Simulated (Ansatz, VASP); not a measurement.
**Zn3SnO: VASP beside Ansatz**

```xyz
5
Lattice="3.9845 0.0000 0.0000 0.0000 3.9845 0.0000 0.0000 0.0000 3.9845" Properties=species:S:1:pos:R:3 pbc="T T T"
Zn    0.0000    1.9923    1.9923
Zn    1.9923    0.0000    1.9923
Zn    1.9923    1.9923    0.0000
Sn    0.0000    0.0000    0.0000
O     1.9923    1.9923    1.9923
```

Alike in both runs: task relaxation of cell and atoms; functional PBEsol; k mesh 6 × 6 × 6; occupations gaussian, width 0.1 eV; no spin polarisation.

```csv
,VASP,Ansatz
version,VASP 6.6.1,Ansatz 0.2.0
potentials or method,"VASP PAW PBE potentials, release 64 (Zn, Sn_d, O), cutoff 600 eV","scalar-relativistic, plane waves, PAW"
valence electrons in the cell,56,56
```

```csv
,VASP,Ansatz,Ansatz less VASP
"gap on the k mesh at the Fermi level, each at its own relaxed structure (eV)",none,none,-
relaxed volume (Å³/atom),15.54,15.49,-0.054
relaxed length of the cell vector where the two differ most in proportion (Å),4.268,4.263,-0.0049
```

VASP's potentials were made for PBE, not for PBEsol. A gap of «none» marks a metal or a gap that the smearing closes.

Noted on VASP's run: the volume moved by over 15 % at a fixed basis, so the end points are rough.
